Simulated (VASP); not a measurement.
A run of VASP 6.6.1:

Contents of INCAR:

```
SYSTEM = KF
PREC = Accurate
ENCUT = 520
EDIFF = 1E-6
ISMEAR = 0
SIGMA = 0.01
LREAL = .FALSE.
LASPH = .TRUE.
NELM = 60
ALGO = Normal
ISIF = 2
LWAVE = .FALSE.
LCHARG = .FALSE.
GGA = CA
NBANDS = 15
```

The input KPOINTS:

```
Automatic mesh
0
G
  8 8 8
  0 0 0
```

The input POSCAR:

```
KF
1.0
    3.0832301891      0.0077080755      0.0077080755
    0.0077080755      3.0832301891      0.0077080755
    0.0077080755      0.0077080755      3.0832301891
K F
1 1
Direct
    0.0000000000      0.0000000000      0.0000000000
    0.5000000000      0.5000000000      0.5000000000
```

Potentials or basis: VASP PAW LDA potentials, release 64 (K_sv, F).

The run is started by

```console
$ cat potpaw_LDA.64/K_sv/POTCAR potpaw_LDA.64/F/POTCAR > POTCAR
$ mpirun -np 1 vasp_std > vasp.out
```

Hardware: 1 thread of AMD EPYC 7R43 64-Core Processor (Zen 3), with other jobs on the host.

**Question.** How long does it take, and how much memory?

**Answer.** It took 17 s on 1 thread of AMD EPYC 7R43 64-Core Processor (Zen 3), on a shared host, peak memory 0.11 GiB. Counts: scf iterations 13, k points 65.
